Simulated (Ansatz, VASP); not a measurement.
## One calculation of SiC, two programs

POSCAR

```
SiC
1.0
    0.0000000000      2.1127107805      2.2192378392
    2.1127107805      0.0000000000      2.2192378392
    2.1127107805      2.1127107805      0.0000000000
Si C
1 1
Direct
    0.0000000000      0.0000000000      0.0000000000
    0.2500000000      0.2500000000      0.2500000000
```

File INCAR.step1:

```
SYSTEM = SiC
PREC     = Accurate       ! precision mode
ENCUT    = 520            ! plane-wave cutoff, eV
EDIFF    = 1E-5           ! SCF threshold, eV
ISMEAR   = 0              ! smearing method
SIGMA    = 0.01           ! smearing width, eV
LREAL    = .FALSE.        ! projectors in reciprocal space
LASPH    = .TRUE.         ! aspherical terms in the spheres
NELM     = 60             ! most SCF steps
ALGO     = Normal         ! electronic algorithm
ISIF     = 2              ! what is computed and relaxed
LWAVE    = .TRUE.         ! write WAVECAR
GGA      = PE             ! functional
NBANDS   = 11             ! bands
```

INCAR.step2

```
SYSTEM = SiC
PREC     = Accurate       ! precision mode
ENCUT    = 520            ! plane-wave cutoff, eV
EDIFF    = 1E-6           ! SCF threshold, eV
ISMEAR   = 0              ! smearing method
SIGMA    = 0.01           ! smearing width, eV
LREAL    = .FALSE.        ! projectors in reciprocal space
LASPH    = .TRUE.         ! aspherical terms in the spheres
NELM     = 60             ! most SCF steps
ALGO     = Normal         ! electronic algorithm
ISIF     = 2              ! what is computed and relaxed
LWAVE    = .FALSE.        ! write WAVECAR
LCHARG   = .TRUE.         ! write CHGCAR
GGA      = PE             ! functional
LHFCALC  = .TRUE.         ! exact exchange
HFSCREEN = 0.2079         ! screening, 1/A
PRECFOCK = Normal       
LELF     = .TRUE.         ! ELF
LVHAR    = .TRUE.       
ISTART   = 1            
NBANDS   = 11             ! bands
```

The input KPOINTS:

```
regular mesh
0
G
  8 8 8
  0 0 0
```

Input for Ansatz:

```yaml
crystal:
  lattice:
    - [0.0, 2.1127107805, 2.2192378392]
    - [2.1127107805, 0.0, 2.2192378392]
    - [2.1127107805, 2.1127107805, 0.0]
  atoms:
    - { symbol: Si, position: [0.0, 0.0, 0.0] }
    - { symbol: C, position: [0.25, 0.25, 0.25] }
kpoints:
  mp_grid: { grid: [8, 8, 8] }
  band_path:
    path:
      - [0.0, 0.0, 0.0]
      - [-0.5, -0.5, 0.0]
      - [-0.375, -0.375, 0.25]
      - [-0.375, 0.0, 0.375]
      - [0.0, 0.0, 0.5]
      - [-0.5, -0.25, 0.25]
      - [0.054688, 0.054688, 0.109375]
      - [0.0, 0.5, 0.5]
    npoints: 1
hamiltonian:
  xc: hse06
scf:
  occupations: { method: fixed }
  n_extra_bands: 4
output:
  forces: true
  stress: true
  eigenvalues: true
```

Change from the starting cell: epitaxial_xy strain -3.0%.

Alike in both runs: task single point; functional HSE06; k mesh 8 × 8 × 8; no spin polarisation.

```csv
,VASP,Ansatz
version,VASP 6.6.1,Ansatz 0.2.0
potentials or method,"VASP PAW PBE potentials, release 64 (Si, C)","plane waves, PAW"
plane-wave cutoff (eV),520,420
occupations,"gaussian, width 0.01 eV",fixed
valence electrons in the cell,8,8
```

```tsv
	VASP	Ansatz	Ansatz less VASP
gap on the k mesh at the Fermi level (eV)	1.93	1.92	-0.003
pressure (GPa)	8.7	9.1	+0.46
traceless stress, the component that is largest in VASP (GPa)	-10.15	-10.09	+0.062
```

Ansatz's warnings: stress exchange threshold loose, stress scf threshold loose.
